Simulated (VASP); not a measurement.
Set up this calculation in VASP 6.6.1, as the native input.

```yaml
Task: single point
Functional: LDA
Potentials_or_basis: VASP PAW LDA potentials, release 64 (Ti_sv, Rh_pv)
Cutoff: 520 eV
k_mesh: 6 × 6 × 6
Occupations: methfessel-paxton, width 0.05 eV
Spin: no spin polarisation
Dipole_correction: no
Further_INCAR_settings: ALGO = Normal; EDIFF = 1e-06; NBANDS = 36
```

The structure of TiRh3 lies in POSCAR:

```
TiRh3
1.0
    3.8220000000      0.0000000000      0.0000000000
    0.0000000000      3.8220000000      0.0000000000
    0.0000000000      0.0000000000      3.8220000000
Ti Rh
1 3
Direct
    0.0000000000      0.0000000000      0.0000000000
    0.0000000000      0.5000000000      0.5000000000
    0.5000000000      0.0000000000      0.5000000000
    0.5000000000      0.5000000000      0.0000000000
```

One way to write it, as run:

INCAR

```
SYSTEM = TiRh3
ALGO = Normal
EDIFF = 1E-6
ENCUT = 520
ISIF = 2
ISMEAR = 1
LASPH = .True.
LCHARG = .False.
LREAL = .False.
LWAVE = .False.
NBANDS = 36
NELM = 60
PREC = Accurate
SIGMA = 0.05
```

KPOINTS

```
k-points
0
Gamma
  6 6 6
  0 0 0
```

Potentials or basis: VASP PAW LDA potentials, release 64 (Ti_sv, Rh_pv).

Run with:

```sh
$ cat potpaw_LDA.64/Ti_sv/POTCAR potpaw_LDA.64/Rh_pv/POTCAR > POTCAR
$ mpirun -np 1 vasp_std > vasp.out
```

Results of the run:

```json
{
  "Pressure": "-9.6 GPa"
}
```

It took 78 s on 1 thread of AMD EPYC 7R13 (shared host), peak memory 0.13 GiB.
